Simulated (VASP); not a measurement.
# Li12Cl3O4 (a cell with a defect) in VASP: a series of runs

Li12Cl3O4 (a cell with a defect) is run at these levels: PBEsol; tasks: single point.

All numbers are computed with VASP 6.6.1; they aren't measurements. Logs are shortened: lines on timing, memory, paths and dates and some standing lists are left out, and cuts for length are marked.

### Step 1. The cell of the first run

The cell holds a defect, 19 atoms: a = 6.650 Å, b = 6.650 Å, c = 6.650 Å, α = 109.47°, β = 109.47°, γ = 109.47°.

### Step 2. Single point, PBEsol

Contents of INCAR:

```
PREC     = Accurate       # precision mode
ENCUT    = 520            # plane-wave cutoff, eV
EDIFF    = 1E-6           # SCF threshold, eV
ISMEAR   = 0              # smearing method
SIGMA    = 0.05           # smearing width, eV
LREAL    = Auto         
LASPH    = True           # aspherical terms in the spheres
NELM     = 80             # most SCF steps
ALGO     = Normal         # electronic algorithm
ISIF     = 2              # what is computed and relaxed
LWAVE    = False          # write WAVECAR
LCHARG   = False          # write CHGCAR
GGA      = PS             # functional
NBANDS   = 56             # bands
NELECT   = 80.0
```

Contents of KPOINTS:

```
Automatic mesh
0
Gamma
  4 4 4
```

Contents of POSCAR:

```
Li12Cl3O4
1.0
   -3.8395493761      3.8395493761      3.8395493761
    3.8395493761     -3.8395493761      3.8395493761
    3.8395493761      3.8395493761     -3.8395493761
Li Cl O
12 3 4
Direct
    0.5074822093      0.7503383126      0.7571437987
    0.0184018990      0.2524897859      0.7659120152
   -0.0068053559      0.7503383126      0.2428562335
    0.4865776728      0.2524899161      0.2340880171
    0.7524896067      0.5184017198      0.7659120152
    0.2503383616      0.0074822583      0.7571437987
    0.2503382314      0.4931945951      0.2428561033
    0.7524897369     -0.0134224085      0.2340880171
    0.7616810499      0.7352151837      0.5000000812
    0.2352151025      0.2616809687      0.5000000812
    0.2352149723      0.7352149233     -0.0264659964
    0.7616810499      0.2616809687      0.0264658662
   -0.0805403108      0.4194596402      0.4999999510
    0.0006940919      0.0006940919      0.0000000000
    0.5006941731      0.5006941731      0.0000000000
    0.4883153767      0.5070417930      0.5000000812
    0.0070417118     -0.0116845743      0.4999999510
    0.0070417118      0.5070416628      0.0187262861
    0.4883153767     -0.0116845743     -0.0187262861
```

Potentials or basis: VASP PAW PBE potentials, release 64 (Li_sv, Cl, O).

Run with:

```bash
> cat potpaw_PBE.64/Li_sv/POTCAR potpaw_PBE.64/Cl/POTCAR potpaw_PBE.64/O/POTCAR > POTCAR
> mpirun -np 1 vasp_std > vasp.out
```

OUTCAR:

```text
PREC = Accurate
   ENCUT = 520
   EDIFF = 1E-6
   ISMEAR = 0
   LREAL = Auto
   LASPH = True
   NELM = 80
   ISIF = 2
   GGA = PS
   NELECT = 80.0

 ion  position               nearest neighbor table
   1  0.507  0.750  0.757-  16 1.85  19 1.85   5 2.59   8 2.59
   2  0.018  0.252  0.766-  17 1.99  18 1.99  13 2.41   6 2.59   7 2.59  15 2.62
   3  0.993  0.750  0.243-  18 1.85  17 1.85   8 2.59   5 2.59
   4  0.487  0.252  0.234-  16 1.99  19 1.99  13 2.41   7 2.59   6 2.59  15 2.62
   5  0.752  0.518  0.766-  16 1.99  18 1.99  13 2.41   1 2.59   3 2.59  14 2.62
   6  0.250  0.007  0.757-  17 1.85  19 1.85   2 2.59   4 2.59
   7  0.250  0.493  0.243-  18 1.85  16 1.85   2 2.59   4 2.59
   8  0.752  0.987  0.234-  17 1.99  19 1.99  13 2.41   3 2.59   1 2.59  14 2.62
   9  0.762  0.735  0.500-  17 1.91  16 1.94
  10  0.235  0.262  0.500-  16 1.91  17 1.94
  11  0.235  0.735  0.974-  19 1.91  18 1.94
  12  0.762  0.262  0.026-  18 1.91  19 1.94
  13  0.919  0.419  0.500-   2 2.41   8 2.41   4 2.41   5 2.41
  14  0.001  0.001  0.000-   5 2.62   8 2.62
  15  0.501  0.501  0.000-   2 2.62   4 2.62
  16  0.488  0.507  0.500-   1 1.85   7 1.85  10 1.91   9 1.94   5 1.99   4 1.99
  17  0.007  0.988  0.500-   6 1.85   3 1.85   9 1.91  10 1.94   8 1.99   2 1.99
  18  0.007  0.507  0.019-   7 1.85   3 1.85  12 1.91  11 1.94   2 1.99   5 1.99
  19  0.488  0.988  0.981-   6 1.85   1 1.85  11 1.91  12 1.94   8 1.99   4 1.99

  LATTYP: Found a body centered cubic cell.
 ALAT       =     7.6790987522

  Lattice vectors:

 A1 = (  -3.8395493761,   3.8395493761,   3.8395493761)
 A2 = (   3.8395493761,  -3.8395493761,   3.8395493761)
 A3 = (   3.8395493761,   3.8395493761,  -3.8395493761)

Analysis of symmetry for initial positions (statically):
=====================================================================
 Subroutine PRICEL returns:
 Original cell was already a primitive cell.

 Routine SETGRP: Setting up the symmetry group for a
 body centered cubic supercell.

 Subroutine GETGRP returns: Found  8 space group operations
 (whereof  4 operations were pure point group operations)
 out of a pool of 48 trial point group operations.

The static configuration has the point symmetry C_2v.
 The point group associated with its full space group is C_4v.

Analysis of symmetry for dynamics (positions and initial velocities):
=====================================================================
 Subroutine PRICEL returns:
 Original cell was already a primitive cell.

 Routine SETGRP: Setting up the symmetry group for a
 body centered cubic supercell.

 Subroutine GETGRP returns: Found  8 space group operations
 (whereof  4 operations were pure point group operations)
 out of a pool of 48 trial point group operations.

The dynamic configuration has the point symmetry C_2v.
 The point group associated with its full space group is C_4v.

 Subroutine INISYM returns: Found  8 space group operations
 (whereof  4 operations are pure point group operations),
 and found     1 'primitive' translations

----------------------------------------------------------------------------------------

                                     Primitive cell

  volume of cell :     226.4127

  direct lattice vectors                    reciprocal lattice vectors
    -3.839549376  3.839549376  3.839549376     0.000000000  0.130223615  0.130223615
     3.839549376 -3.839549376  3.839549376     0.130223615  0.000000000  0.130223615
     3.839549376  3.839549376 -3.839549376     0.130223615  0.130223615  0.000000000

  length of vectors
     6.650294598  6.650294598  6.650294598     0.184164003  0.184164003  0.184164003

  position of ions in fractional coordinates (direct lattice)
     0.507482209  0.750338313  0.757143799
     0.018401899  0.252489786  0.765912015
     0.993194644  0.750338313  0.242856233
     0.486577673  0.252489916  0.234088017
     0.752489607  0.518401720  0.765912015
     0.250338362  0.007482258  0.757143799
[... 11 lines left out ...]
     0.007041712  0.507041663  0.018726286
     0.488315377  0.988315426  0.981273714

  ion indices of the primitive-cell ions
   primitive index   ion index
                 1           1
                 2           2
                 3           3
                 4           4
                 5           5
                 6           6
[... 11 lines left out ...]
                18          18
                19          19

----------------------------------------------------------------------------------------

 KPOINTS: Automatic mesh

Automatic generation of k-mesh.
 Grid dimensions read from file:
 generate k-points for:    4    4    4

 Generating k-lattice:

  Cartesian coordinates                     Fractional coordinates (reciprocal lattice)
     0.000000000  0.032555904  0.032555904     0.250000000  0.000000000  0.000000000
     0.032555904  0.000000000  0.032555904     0.000000000  0.250000000  0.000000000
     0.032555904  0.032555904  0.000000000     0.000000000  0.000000000  0.250000000

  Length of vectors
     0.046041001  0.046041001  0.046041001

  Shift w.r.t. Gamma in fractional coordinates (k-lattice)
     0.000000000  0.000000000  0.000000000

 Subroutine IBZKPT returns following result:
 ===========================================

 Found     13 irreducible k-points:

 Following reciprocal coordinates:
            Coordinates               Weight
  0.000000  0.000000  0.000000      1.000000
  0.250000  0.000000  0.000000      8.000000
  0.000000  0.000000  0.250000      4.000000
  0.500000  0.000000  0.000000      4.000000
  0.000000  0.000000  0.500000      2.000000
  0.250000  0.250000  0.000000      8.000000
  0.000000  0.250000  0.250000     16.000000
  0.250000  0.250000  0.250000      2.000000
 -0.250000  0.250000  0.250000      4.000000
  0.250000  0.250000 -0.250000      2.000000
  0.500000  0.500000  0.250000      4.000000
  0.250000  0.500000  0.500000      8.000000
  0.500000  0.500000  0.500000      1.000000
   k-points           NKPTS =     13   k-points in BZ     NKDIM =     13   number of bands    NBANDS=     56
   number of dos      NEDOS =    301   number of ions     NIONS =     19
   total plane-waves  NPLWV = 125000
   dimension x,y,z NGX =    50 NGY =   50 NGZ =   50
   dimension x,y,z NGXF=   100 NGYF=  100 NGZF=  100
   ions per type =              12   3   4
   NGX,Y,Z   is equivalent  to a cutoff of  12.50, 12.50, 12.50 a.u.
   NGXF,Y,Z  is equivalent  to a cutoff of  25.00, 25.00, 25.00 a.u.
 SYSTEM =  unknown system
   PREC   = accura    normal or accurate (medium, high low for compatibility)
   ISTART =      0    job   : 0-new  1-cont  2-samecut
   ICHARG =      2    charge: 1-file 2-atom 10-const
   ISPIN  =      1    spin polarized calculation?
   LNONCOLLINEAR =      F non collinear calculations
   LSORBIT =      F    spin-orbit coupling
   LASPH  =      T    aspherical Exc in radial PAW
   ENCUT  =  520.0 eV  38.22 Ry    6.18 a.u.  12.37 12.37 12.37*2*pi/ulx,y,z
   NELM   =     80;   NELMIN=  2; NELMDL= -5     # of ELM steps
   EDIFF  = 0.1E-05   stopping-criterion for ELM
   LREAL  =      T    real-space projection
   EDIFFG = 0.1E-04   stopping-criterion for IOM
   NSW    =      0    number of steps for IOM
   IBRION =     -1    ionic relax: 0-MD 1-quasi-New 2-CG
   NFREE  =      0    steps in history (QN), initial steepest desc. (CG)
   ISIF   =      2    stress and relaxation
   ISYM   =      2    0-nonsym 1-usesym 2-fastsym
   POTIM  = 0.5000    time-step for ionic-motion
   TEBEG  =    0.0;   TEEND  =   0.0 temperature during run
   PSTRESS=    0.0 pullay stress
   NELECT =      80.0000    total number of electrons
   NUPDOWN=      -1.0000    fix difference up-down
   EMIN   =  10.00;   EMAX   =-10.00  energy-range for DOS
   EFERMI =   0.00;   METHOD = LEGACY
   ISMEAR =     0;   SIGMA  =   0.05  broadening in eV -4-tet -1-fermi 0-gaus
   EFERMI_NEDOS =   21; number of points for ismear=-14 and -15
   IALGO  =     38    algorithm
   IMIX   =      4    mixing-type and parameters
     AMIX     =   0.40;   BMIX     =  1.00
     AMIX_MAG =   1.60;   BMIX_MAG =  1.00
  volume/ion in A,a.u.               =      11.92        80.42
  Fermi-wavevector in a.u.,A,eV,Ry     =   1.157367  2.187107 18.224994  1.339499
  Thomas-Fermi vector in A             =   2.293979
   LORBIT       =      0    0 simple, 1 ext, 2 COOP (PROOUT), +10 PAW based schemes
   GGA     = PS    functional components
   LHFCALC =     F    Hartree Fock is set to
   AEXX    =    0.0000 exact exchange contribution
   IVDW    =     0    specifies the selected vdW correction
   LEPSILON=     F    determine dielectric tensor
   LRPA    =     F    only Hartree local field effects (RPA)
 non-spin polarized calculation
 Gauss-broadening in eV      SIGMA  =   0.05
  energy-cutoff  :      520.00
  volume of cell :      226.41
 maximum number of plane-waves:      6108
 NGX is ok and might be reduce to    50
   NGX = 25   NGY = 25   NGZ = 25

 number of electron      80.0000002 magnetization

 Free energy of the ion-electron system (eV)
  ---------------------------------------------------
  ext. energy  EPLUGINS =         0.00000000
  ---------------------------------------------------
  free energy    TOTEN  =       -86.83844091 eV

  energy without entropy =      -86.83844091  energy(sigma->0) =      -86.83844091

 E-fermi :   1.6588     XC(G=0):  -8.7950

 val. band max:        1.2845005458   @ k =   0.0000   0.0000   0.0000
 cond. band min:       3.9388111074   @ k =   0.0000   0.0000   0.0000
 fundamental gap:      2.6543105616
 Fermi energy:         1.6587878451

 k-point     1 :       0.0000    0.0000    0.0000
  band No.  band energies     occupation
      1     -41.5170      2.00000
      2     -41.5024      2.00000
      3     -41.5024      2.00000
      4     -41.4960      2.00000
      5     -41.3412      2.00000
      6     -41.3403      2.00000
[... 44 lines left out ...]
     51       9.1444      0.00000
     52       9.2625      0.00000
[... 658 lines left out ...]
     51       9.6642      0.00000
     52      10.2730      0.00000
 [bands above 52 left out]

------------------------ aborting loop because EDIFF is reached ----------------------------------------

  FORCE on cell =-STRESS in cart. coord.  units (eV):
  Direction    XX          YY          ZZ          XY          YZ          ZX
  --------------------------------------------------------------------------------------
  -------------------------------------------------------------------------------------
  Total       -4.9629812     -4.9629812     -6.7581245      0.0000000      0.0000000      0.0000000
  in kB      -35.1198333    -35.1198333    -47.8229111      0.0000000      0.0000000      0.0000000
  external PRESSURE =     -39.3541926 kB  Pullay stress =       0.0000000 kB

 VOLUME and BASIS-vectors are now :
 -----------------------------------------------------------------------------
  energy-cutoff  :      520.00
  volume of cell :      226.41
      direct lattice vectors                 reciprocal lattice vectors
    -3.839549376  3.839549376  3.839549376     0.000000000  0.130223615  0.130223615
     3.839549376 -3.839549376  3.839549376     0.130223615  0.000000000  0.130223615
     3.839549376  3.839549376 -3.839549376     0.130223615  0.130223615  0.000000000

 POSITION                                       TOTAL-FORCE (eV/Angst)
 -----------------------------------------------------------------------------------
      3.83955      1.97463      1.92237         0.000000      0.014733     -0.053208
      3.83955      2.04197     -1.90066         0.000000     -0.072948     -0.040828
     -0.00000      1.86492      5.76192         0.000000     -0.014733     -0.053208
      0.00000      1.79758      1.93889         0.000000      0.072948     -0.040828
      2.04197      3.83955      1.93889        -0.072948     -0.000000     -0.040828
      1.97463      3.83955     -1.91718         0.014733     -0.000000     -0.053208
[... 11 lines left out ...]
      1.99168     -1.84787      1.90195        -0.103123     -0.103123     -0.027516
      5.68742      1.84787      1.90195         0.103123      0.103123     -0.027516
 -----------------------------------------------------------------------------------
    total drift:                               -0.000428      0.000119      0.007849

  FREE ENERGIE OF THE ION-ELECTRON SYSTEM (eV)
  ---------------------------------------------------
  free  energy   TOTEN  =       -86.8384409068 eV

  energy  without entropy=      -86.8384409068  energy(sigma->0) =      -86.83844091
```

Wall time 4.2 min (1 thread of Oxide Virtual Turin-like, shared host); peak memory 0.38 GiB.

Results:

```
Free energy   : -86.8384 eV
Largest force : 0.804 eV/Å
```

Forces on the atoms (eV/Å):
```
Li   0.000  0.015 -0.053
Li   0.000 -0.073 -0.041
Li   0.000 -0.015 -0.053
Li   0.000  0.073 -0.041
Li  -0.073  0.000 -0.041
Li   0.015  0.000 -0.053
Li  -0.015  0.000 -0.053
Li   0.073  0.000 -0.041
Li  -0.067  0.067 -0.055
Li   0.067 -0.067 -0.055
Li  -0.067 -0.067 -0.055
Li   0.067  0.067 -0.055
Cl   0.000  0.000  0.804
Cl   0.000  0.000 -0.049
Cl   0.000  0.000 -0.049
O   -0.103  0.103 -0.028
O    0.103 -0.103 -0.028
O   -0.103 -0.103 -0.028
O    0.103  0.103 -0.028
```

Levels at points of the mesh, in eV from the Fermi level:
```tsv
k point	band 36	band 37	band 38	band 39	band 40	band 41	band 42	band 43	band 44	band 45
(0.00, 0.00, 0.00)	-0.62	-0.62	-0.40	-0.37	-0.37	2.28	4.63	4.71	4.72	6.89
(0.50, 0.00, 0.00)	-0.95	-0.79	-0.75	-0.70	-0.64	3.46	4.89	5.52	5.70	6.07
(0.00, 0.00, 0.50)	-0.90	-0.90	-0.70	-0.66	-0.62	3.49	4.81	5.24	5.50	6.03
(0.50, 0.50, 0.50)	-1.35	-1.33	-1.10	-0.96	-0.96	4.01	5.76	5.90	5.90	6.02
```

Caveat: the cell carries a net charge on a neutralising background, which shifts energy and pressure; the cell is charged against a uniform background, so pressure and absolute levels hang on convention; the cutoff is under 1.25 times the usual one of these potentials, so pressure, stress and relaxed cells hold a basis-set (Pulay) error; the PAW data sets were made with another functional, which shifts forces and pressure a little.

### Step 3. Single point, PBEsol

Contents of INCAR:

```
SYSTEM = Li12Cl3O4
PREC = Accurate
ENCUT = 520
EDIFF = 1E-6
ISMEAR = 0
SIGMA = 0.05
LREAL = Auto
LASPH = .TRUE.
NELM = 60
ALGO = Normal
ISIF = 2
LWAVE = .FALSE.
LCHARG = .FALSE.
GGA = PS
NELECT = 80.0
NBANDS = 56
```

Contents of KPOINTS:

```
Automatic mesh
0
G
  4 4 4
  0 0 0
```

Contents of POSCAR:

```
Li12Cl3O4
1.0
   -3.8395493761      3.8395493761      3.8395493761
    3.8395493761     -3.8395493761      3.8395493761
    3.8395493761      3.8395493761     -3.8395493761
Li Cl O
12 3 4
Direct
    0.5068054371      0.7496615405      0.7571437987
    0.0134224085      0.2475102953      0.7659120152
   -0.0074822583      0.7496615405      0.2428561033
    0.4815983124      0.2475102953      0.2340880171
    0.7475101161      0.5134222293      0.7659120152
    0.2496615894      0.0068054861      0.7571437987
    0.2496615894      0.4925178230      0.2428562335
    0.7475102463     -0.0184018990      0.2340880171
    0.7383190636      0.7647849298      0.5000000812
    0.2647849788      0.2383191126      0.5000000812
    0.2647848485      0.7647847996      0.0264657360
    0.7383190636      0.2383191126     -0.0264659964
   -0.4194596402      0.0805403108      0.4999999510
   -0.0006939616     -0.0006940919      0.0000001302
    0.4993058592      0.4993058592      0.0000000000
    0.4929582393      0.5116845253      0.4999999510
    0.0116847045     -0.0070417118      0.5000000812
    0.0116845743      0.5116845253      0.0187262861
    0.4929582393     -0.0070417118     -0.0187262861
```

Potentials or basis: VASP PAW PBE potentials, release 64 (Li_sv, Cl, O).

Run with:

```bash
> cat potpaw_PBE.64/Li_sv/POTCAR potpaw_PBE.64/Cl/POTCAR potpaw_PBE.64/O/POTCAR > POTCAR
> mpirun -np 1 vasp_std > vasp.out
```

Wall time 5 min (1 thread of Oxide Virtual Turin-like, shared host); peak memory 0.38 GiB.

It converged, with:

```
Free energy   : -86.8384 eV
Largest force : 0.805 eV/Å
```

Forces in eV/Å, atoms in the order of the input:
```
Li   0.000  0.015  0.053
Li   0.000 -0.073  0.041
Li   0.000 -0.015  0.053
Li   0.000  0.073  0.041
Li  -0.073  0.000  0.041
Li   0.015  0.000  0.053
Li  -0.015  0.000  0.053
Li   0.073  0.000  0.041
Li   0.067 -0.067  0.055
Li  -0.067  0.067  0.055
Li   0.067  0.067  0.055
Li  -0.067 -0.067  0.055
Cl   0.000  0.000 -0.805
Cl   0.000  0.000  0.049
Cl   0.000  0.000  0.049
O   -0.103  0.103  0.028
O    0.103 -0.103  0.028
O   -0.103 -0.103  0.028
O    0.103  0.103  0.028
```

Levels at points of the mesh, in eV from the Fermi level:
```csv
k point,band 37,band 38,band 39,band 40,band 41,band 42,band 43,band 44
"(0.00, 0.00, 0.00)",-0.46,-0.24,-0.21,-0.21,2.44,4.79,4.87,4.88
"(0.50, 0.00, 0.00)",-0.63,-0.59,-0.54,-0.48,3.62,5.05,5.68,5.86
"(0.00, 0.00, 0.50)",-0.74,-0.54,-0.50,-0.46,3.65,4.97,5.40,5.66
"(0.50, 0.50, 0.50)",-1.17,-0.94,-0.80,-0.80,4.17,5.92,6.06,6.06
```

Caveat: the cell carries a net charge on a neutralising background, which shifts energy and pressure; the cell is charged against a uniform background, so pressure and absolute levels hang on convention; the cutoff is under 1.25 times the usual one of these potentials, so pressure, stress and relaxed cells hold a basis-set (Pulay) error; the PAW data sets were made with another functional, which shifts forces and pressure a little.
